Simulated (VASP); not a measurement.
# BaF2 (Fm-3m) in VASP: a series of runs

Runs on BaF2. Level: PBEsol. Tasks: relaxation of cell and atoms.

All numbers are computed with VASP 6.6.1; they aren't measurements. Logs are shortened: lines on timing, memory, paths and dates and some standing lists are left out, and cuts for length are marked.

## 1. The cell of the first run

Symmetry: Fm-3m, No. 225, cubic system. The conventional cell has a = 6.138 Å, b = 6.138 Å, c = 6.138 Å, α = 90.00°, β = 90.00°, γ = 90.00°. Ba (site symmetry m-3m) has 8 F at 2.66 Å within 3.5 Å. F (site symmetry -43m) has 4 Ba at 2.66 Å and 6 F at 3.07 Å within 3.5 Å.

## 2. Relaxation of cell and atoms, PBEsol, target pressure 2 GPa, at which the enthalpy is minimised

INCAR

```
ALGO = Normal ; EDIFF = 1E-7
EDIFFG = -0.002 ; ENCUT = 1350
GGA = PS ; GGA_COMPAT = False
IBRION = 2 ; ISIF = 3
ISMEAR = 0 ; LASPH = True
LCHARG = False ; LREAL = False
LWAVE = False ; NELM = 120
NELMIN = 4 ; NSW = 100
PREC = Accurate ; PSTRESS = 20.0
SIGMA = 0.01
```

KPOINTS

```
k-points
0
Gamma
  6 6 6
```

POSCAR

```
BaF2
1.0
    0.0000000000      3.0688948143      3.0688948143
    3.0688948143      0.0000000000      3.0688948143
    3.0688948143      3.0688948143      0.0000000000
Ba F
1 2
Direct
    0.0000000000      0.0000000000      0.0000000000
    0.2500000000      0.2500000000      0.2500000000
    0.7500000000      0.7500000000      0.7500000000
```

Potentials or basis: VASP PAW PBE potentials, release 64 (Ba_sv, F_h).

Command:

```sh
$ cat potpaw_PBE.64/Ba_sv/POTCAR potpaw_PBE.64/F_h/POTCAR > POTCAR
$ mpirun -np 1 vasp_std > vasp.out
```

OUTCAR:

```text
EDIFF = 1E-7
   EDIFFG = -0.002
   ENCUT = 1350
   GGA = PS
   IBRION = 2
   ISIF = 3
   ISMEAR = 0
   LASPH = True
   LREAL = False
   NELM = 120
   NELMIN = 4
   NSW = 100
   PREC = Accurate
   PSTRESS = 20.0

 ion  position               nearest neighbor table
   1  0.000  0.000  0.000-   3 2.66   3 2.66   3 2.66   2 2.66   3 2.66   2 2.66   2 2.66   2 2.66

   2  0.250  0.250  0.250-   1 2.66   1 2.66   1 2.66   1 2.66
   3  0.750  0.750  0.750-   1 2.66   1 2.66   1 2.66   1 2.66

  LATTYP: Found a face centered cubic cell.
 ALAT       =     6.1377896286

  Lattice vectors:

 A1 = (   0.0000000000,   3.0688948143,   3.0688948143)
 A2 = (   3.0688948143,   0.0000000000,   3.0688948143)
 A3 = (   3.0688948143,   3.0688948143,   0.0000000000)

Analysis of symmetry for initial positions (statically):
=====================================================================
 Subroutine PRICEL returns:
 Original cell was already a primitive cell.

 Routine SETGRP: Setting up the symmetry group for a
 face centered cubic supercell.

 Subroutine GETGRP returns: Found 48 space group operations
 (whereof 48 operations were pure point group operations)
 out of a pool of 48 trial point group operations.

The static configuration has the point symmetry O_h .

Analysis of symmetry for dynamics (positions and initial velocities):
=====================================================================
 Subroutine PRICEL returns:
 Original cell was already a primitive cell.

 Routine SETGRP: Setting up the symmetry group for a
 face centered cubic supercell.

 Subroutine GETGRP returns: Found 48 space group operations
 (whereof 48 operations were pure point group operations)
 out of a pool of 48 trial point group operations.

The dynamic configuration has the point symmetry O_h .

 Subroutine INISYM returns: Found 48 space group operations
 (whereof 48 operations are pure point group operations),
 and found     1 'primitive' translations

----------------------------------------------------------------------------------------

                                     Primitive cell

  volume of cell :      57.8064

  direct lattice vectors                    reciprocal lattice vectors
     0.000000000  3.068894814  3.068894814    -0.162925102  0.162925102  0.162925102
     3.068894814  0.000000000  3.068894814     0.162925102 -0.162925102  0.162925102
     3.068894814  3.068894814  0.000000000     0.162925102  0.162925102 -0.162925102

  length of vectors
     4.340072668  4.340072668  4.340072668     0.282194554  0.282194554  0.282194554

  position of ions in fractional coordinates (direct lattice)
     0.000000000  0.000000000  0.000000000
     0.250000000  0.250000000  0.250000000
     0.750000000  0.750000000  0.750000000

  ion indices of the primitive-cell ions
   primitive index   ion index
                 1           1
                 2           2
                 3           3

----------------------------------------------------------------------------------------

 KPOINTS: k-points

Automatic generation of k-mesh.
 Grid dimensions read from file:
 generate k-points for:    6    6    6

 Generating k-lattice:

  Cartesian coordinates                     Fractional coordinates (reciprocal lattice)
    -0.027154184  0.027154184  0.027154184     0.166666667  0.000000000  0.000000000
     0.027154184 -0.027154184  0.027154184     0.000000000  0.166666667  0.000000000
[... 68 lines left out ...]
     AMIX     =   0.40;   BMIX     =  1.00
     AMIX_MAG =   1.60;   BMIX_MAG =  1.00
  volume/ion in A,a.u.               =      19.27       130.03
  Fermi-wavevector in a.u.,A,eV,Ry     =   1.221293  2.307909 20.293863  1.491557
  Thomas-Fermi vector in A             =   2.356480
   LORBIT       =      0    0 simple, 1 ext, 2 COOP (PROOUT), +10 PAW based schemes
   GGA     = PS    functional components
   LHFCALC =     F    Hartree Fock is set to
   AEXX    =    0.0000 exact exchange contribution
   IVDW    =     0    specifies the selected vdW correction
   LEPSILON=     F    determine dielectric tensor
   LRPA    =     F    only Hartree local field effects (RPA)
 conjugate gradient relaxation of ions
 non-spin polarized calculation
 Gauss-broadening in eV      SIGMA  =   0.01
  energy-cutoff  :     1350.00
  volume of cell :       57.81
 maximum number of plane-waves:      6532
 NGX is ok and might be reduce to    54
   NGX = 25   NGY = 25   NGZ = 25

--------------------------------------- Ionic step        1  -------------------------------------------

 number of electron      23.9999999 magnetization

 Free energy of the ion-electron system (eV)
  ---------------------------------------------------
  ext. energy  EPLUGINS =         0.00000000
  ---------------------------------------------------
  free energy    TOTEN  =       -17.64762632 eV

  energy without entropy =      -17.64762632  energy(sigma->0) =      -17.64762632

 E-fermi :  -1.7176     XC(G=0):  -9.0572

 val. band max:       -1.7840388582   @ k =  -0.1667   0.1667   0.0000
 cond. band min:       4.9905852865   @ k =   0.0000   0.0000   0.0000
 fundamental gap:      6.7746241447
 Fermi energy:        -1.7175796577

 k-point     1 :       0.0000    0.0000    0.0000
  band No.  band energies     occupation
      1     -24.7710      2.00000
      2     -20.6238      2.00000
      3     -20.5369      2.00000
      4      -9.5530      2.00000
      5      -9.5530      2.00000
      6      -9.5530      2.00000
[... 281 lines left out ...]
      3     -20.8202      2.00000
      4     -10.0236      2.00000
      5      -9.8451      2.00000
      6      -9.5196      2.00000
[... 8 lines left out ...]
     15       8.3528      0.00000
     16       8.8944      0.00000

------------------------ aborting loop because EDIFF is reached ----------------------------------------

  FORCE on cell =-STRESS in cart. coord.  units (eV):
  Direction    XX          YY          ZZ          XY          YZ          ZX
  --------------------------------------------------------------------------------------
  -------------------------------------------------------------------------------------
  Total        0.4229348      0.4229348      0.4229348      0.0000000     -0.0000000     -0.0000000
  in kB       11.7221684     11.7221684     11.7221684      0.0000000     -0.0000000     -0.0000000
  external PRESSURE =      -8.2778316 kB  Pullay stress =      20.0000000 kB

 VOLUME and BASIS-vectors are now :
 -----------------------------------------------------------------------------
  energy-cutoff  :     1350.00
  volume of cell :       57.81
      direct lattice vectors                 reciprocal lattice vectors
     0.000000000  3.068894814  3.068894814    -0.162925102  0.162925102  0.162925102
     3.068894814  0.000000000  3.068894814     0.162925102 -0.162925102  0.162925102
     3.068894814  3.068894814  0.000000000     0.162925102  0.162925102 -0.162925102

 POSITION                                       TOTAL-FORCE (eV/Angst)
 -----------------------------------------------------------------------------------
      0.00000      0.00000      0.00000        -0.000000     -0.000000     -0.000000
      1.53445      1.53445      1.53445        -0.000000     -0.000000     -0.000000
      4.60334      4.60334      4.60334         0.000000      0.000000      0.000000
 -----------------------------------------------------------------------------------
    total drift:                                0.000000      0.000000      0.000000

  FREE ENERGIE OF THE ION-ELECTRON SYSTEM (eV)
  ---------------------------------------------------
  free  energy   TOTEN  =       -17.6476263212 eV

  energy  without entropy=      -17.6476263212  energy(sigma->0) =      -17.64762632

  enthalpy is  TOTEN    =       -16.9260281581 eV   P V=        0.7215981630

--------------------------------------- Ionic step        2  -------------------------------------------

 number of electron      23.9999999 magnetization

 Free energy of the ion-electron system (eV)
  ---------------------------------------------------
  ext. energy  EPLUGINS =         0.00000000
  ---------------------------------------------------
  free energy    TOTEN  =       -17.63885238 eV

  energy without entropy =      -17.63885238  energy(sigma->0) =      -17.63885238

 E-fermi :  -1.5972     XC(G=0):  -9.1273

 val. band max:       -1.7189654929   @ k =  -0.1667   0.1667   0.0000
 cond. band min:       5.1167879725   @ k =   0.0000   0.0000   0.0000
 fundamental gap:      6.8357534654
 Fermi energy:        -1.5972136034

 k-point     1 :       0.0000    0.0000    0.0000
  band No.  band energies     occupation
      1     -24.6764      2.00000
      2     -20.5821      2.00000
      3     -20.4699      2.00000
      4      -9.4322      2.00000
      5      -9.4322      2.00000
      6      -9.4322      2.00000
[... 281 lines left out ...]
      3     -20.7870      2.00000
      4      -9.9313      2.00000
      5      -9.7411      2.00000
      6      -9.3946      2.00000
[... 8 lines left out ...]
     15       8.4900      0.00000
     16       9.0600      0.00000

------------------------ aborting loop because EDIFF is reached ----------------------------------------

  FORCE on cell =-STRESS in cart. coord.  units (eV):
  Direction    XX          YY          ZZ          XY          YZ          ZX
  --------------------------------------------------------------------------------------
  -------------------------------------------------------------------------------------
  Total        0.7102361      0.7102361      0.7102361      0.0000000     -0.0000000     -0.0000000
  in kB       19.9714602     19.9714602     19.9714602      0.0000000     -0.0000000     -0.0000000
  external PRESSURE =      -0.0285398 kB  Pullay stress =      20.0000000 kB

 VOLUME and BASIS-vectors are now :
 -----------------------------------------------------------------------------
  energy-cutoff  :     1350.00
  volume of cell :       56.98
      direct lattice vectors                 reciprocal lattice vectors
    -0.000000000  3.054155613  3.054155613    -0.163711370  0.163711370  0.163711370
     3.054155613 -0.000000000  3.054155613     0.163711370 -0.163711370  0.163711370
     3.054155613  3.054155613 -0.000000000     0.163711370  0.163711370 -0.163711370

 POSITION                                       TOTAL-FORCE (eV/Angst)
 -----------------------------------------------------------------------------------
      6.10831      6.10831      6.10831         0.000000     -0.000000      0.000000
      1.52708      1.52708      1.52708        -0.000000     -0.000000     -0.000000
      4.58123      4.58123      4.58123         0.000000      0.000000      0.000000
 -----------------------------------------------------------------------------------
    total drift:                                0.000000     -0.000000     -0.000000

  FREE ENERGIE OF THE ION-ELECTRON SYSTEM (eV)
  ---------------------------------------------------
  free  energy   TOTEN  =       -17.6388523786 eV

  energy  without entropy=      -17.6388523786  energy(sigma->0) =      -17.63885238

  enthalpy is  TOTEN    =       -16.9276013749 eV   P V=        0.7112510037

 reached required accuracy - stopping structural energy minimisation
```

It took 2.8 min on 1 thread of AMD EPYC 7R43 (Zen 3), shared host; peak memory 0.42 GiB.

What came out:

| Property | Result |
| --- | --- |
| Free energy | -17.6389 eV |
| Relaxed volume | 18.99 Å³/atom |
| Relaxed cell | a = 4.319 Å, b = 4.319 Å, c = 4.319 Å, α = 60.00°, β = 60.00°, γ = 60.00° |
| Space group after relaxing (to 0.1 Å) | Fm-3m (No. 225) |
| Energy change on relaxing (the run minimises the enthalpy) | +2.9 meV/atom |
| Ionic steps | 2 |
| Pressure after relaxing | 2.0 GPa |
| Band gap on the k mesh | 6.84 eV (least direct gap 6.92 eV) |

The path:
```csv
step,energy change (eV),largest force (eV/Å),pressure (GPa),volume (Å³)
1,0.0000,0.0000,1.17,57.81
2,0.0088,0.0000,2.00,56.98
```

Final structure:
```
Ba F
1.0
     0.00000    3.05416    3.05416
     3.05416    0.00000    3.05416
     3.05416    3.05416    0.00000
Ba F
1 2
Direct
  0.00000 0.00000 0.00000
  0.25000 0.25000 0.25000
  0.75000 0.75000 0.75000
```

Caveat: the cell is relaxed towards a set pressure, so the run minimises the enthalpy, not the energy; the PAW data sets were made with another functional, which shifts forces and pressure a little; spin-orbit coupling is left out, which moves the levels of the heavy elements. A k mesh can miss the band edges.

[end of part 1 of 2]
